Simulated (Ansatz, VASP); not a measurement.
# Two plane-wave programs on Al

The input INCAR:

```
SYSTEM = Al
  PREC = Accurate
  ENCUT = 500
  EDIFF = 1E-7
  ISMEAR = 0
  SIGMA = 0.1
  LREAL = .FALSE.
  LASPH = .TRUE.
  NELM = 120
  ALGO = Normal
  ISIF = 3
  LWAVE = .FALSE.
  LCHARG = .FALSE.
  GGA = PE
  IBRION = 2
  NSW = 90
  EDIFFG = -0.04
  GGA_COMPAT = .FALSE.
  NELMIN = 4
```

Contents of KPOINTS:

```
Automatic mesh
0
G
  6 6 4
  0 0 0
```

POSCAR

```
Al
1.0
    1.6009902679     -5.0786700341      0.0000000000
    1.6009902679      5.0786700341      0.0000000000
    0.0000000000      0.0000000000      4.2370618570
Al
4
Direct
    0.0980000000      0.9020000000      0.9100000000
    0.5980000000      0.4020000000      0.5900000000
    0.9020000000      0.0980000000      0.0900000000
    0.4020000000      0.5980000000      0.4100000000
```

Input for Ansatz:

```yaml
crystal:
  lattice:
    - [1.6009902679, -5.0786700341, 0.0]
    - [1.6009902679, 5.0786700341, 0.0]
    - [0.0, 0.0, 4.237061857]
  atoms:
    - { symbol: Al, position: [0.098, 0.902, 0.91] }
    - { symbol: Al, position: [0.598, 0.402, 0.59] }
    - { symbol: Al, position: [0.902, 0.098, 0.09] }
    - { symbol: Al, position: [0.402, 0.598, 0.41] }
basis:
  ecutwfc: 420
kpoints:
  mp_grid: { grid: [6, 6, 4] }
hamiltonian:
  xc: pbe
scf:
  occupations: { method: gaussian, width: 0.1 }
  lower_state_search: "off"
output:
  forces: true
  stress: true
  eigenvalues: true
relax:
  adjacent_minimum: "off"
  f_tol: 0.04
  max_steps: 70
  cell: { stress_tol: 0.4 }
```

Alike in both runs: task relaxation of cell and atoms; functional PBE; k mesh 6 × 6 × 4; occupations gaussian, width 0.1 eV; no spin polarisation.

|  | VASP | Ansatz |
| --- | --- | --- |
| version | VASP 6.6.1 | Ansatz 0.2.0 |
| potentials or method | VASP PAW PBE potentials, release 64 (Al), cutoff 500 eV | scalar-relativistic, plane waves, PAW |
| valence electrons in the cell | 12 | 12 |

```csv
,VASP,Ansatz,Ansatz less VASP
"gap on the k mesh at the Fermi level, each at its own relaxed structure (eV)",none,none,-
relaxed volume (Å³/atom),17.93,18.28,+0.346
relaxed cell length with the largest relative difference (Å),4.997,4.398,-0.5990
```

A gap of «none» marks a metal or a gap that the smearing closes. One of these differences is far larger than is usual between the two programs; its cause wasn't traced.

The k mesh is coarse, so the values compare programs but aren't converged.
